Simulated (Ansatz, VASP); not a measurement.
**MoSe in VASP and in Ansatz**

```
Mo Se
1.0
     0.00000    2.94868    2.94868
     2.94868    0.00000    2.94868
     2.94868    2.94868    0.00000
Mo Se
1 1
Direct
  0.00000 0.00000 0.00000
  0.50000 0.50000 0.50000
```

Alike in both runs: task single point; functional r2SCAN; k mesh 12 × 12 × 12; occupations gaussian, width 0.1 eV; collinear spin; Hubbard terms Mo d U = 4.38 eV.

```csv
,VASP,Ansatz
version,VASP 6.6.1,Ansatz 0.2.0
potentials or method,"VASP PAW PBE potentials, release 64 (Mo_sv, Se), cutoff 520 eV","scalar-relativistic, plane waves, PAW"
valence electrons in the cell,20,30
```

Ansatz gave:

- gap on the k mesh at the Fermi level (eV): none
- pressure (GPa): -5.4
- net moment per atom (μB): 2.00
- size of the moment on the site where the two differ most (μB): 3.58

Problem. What did VASP give for the same quantities?

Solution. gap on the k mesh at the Fermi level (eV): none; pressure (GPa): -6.6; net moment per atom (μB): 2.00; size of the moment on the site where the two differ most (μB): 3.71.

VASP's potentials were made for PBE, not for r2SCAN. Site moments also hang on the region over which each program counts them. The programs project onto different local orbitals, so the same U acts differently, and such runs can settle in different states. A gap of «none» marks a metal or a gap that the smearing closes. VASP's potentials hold 20 valence electrons a cell and Ansatz's 30, so a difference there can come from the potentials and not from the codes. Ansatz's warnings: filled band counts differ across k points, stability check not made.
